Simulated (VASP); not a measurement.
A run of VASP 6.6.1 is set up as follows.

Contents of INCAR:

```
SYSTEM = Pb
  ALGO = Fast
  EDIFF = 1E-6
  ENCUT = 520
  ISIF = 2
  ISMEAR = -1
  LASPH = .True.
  LCHARG = .False.
  LREAL = .False.
  LWAVE = .False.
  NBANDS = 13
  NELM = 60
  PREC = Accurate
  SIGMA = 0.05
```

The input KPOINTS:

```
k-points
0
Gamma
  9 9 9
  0 0 0
```

File POSCAR:

```
Pb
1.0
    0.0000000000      2.4914113386      2.4914113386
    2.4914113386      0.0000000000      2.4914113386
    2.4914113386      2.4914113386      0.0000000000
Pb
1
Direct
    0.0000000000      0.0000000000      0.0000000000
```

Potentials or basis: VASP PAW LDA potentials, release 64 (Pb_d).

Launch:

```sh
$ cat potpaw_LDA.64/Pb_d/POTCAR > POTCAR
$ mpirun -np 1 vasp_std > vasp.out
```

Estimate the band gap on the k mesh.

zero (band 7 reaches 13.98 eV, above the bottom of band 8 at 5.28 eV).

Estimate the pressure.

-2.9 GPa.

Caveat: spin-orbit coupling is left out, which moves the levels of the heavy elements.
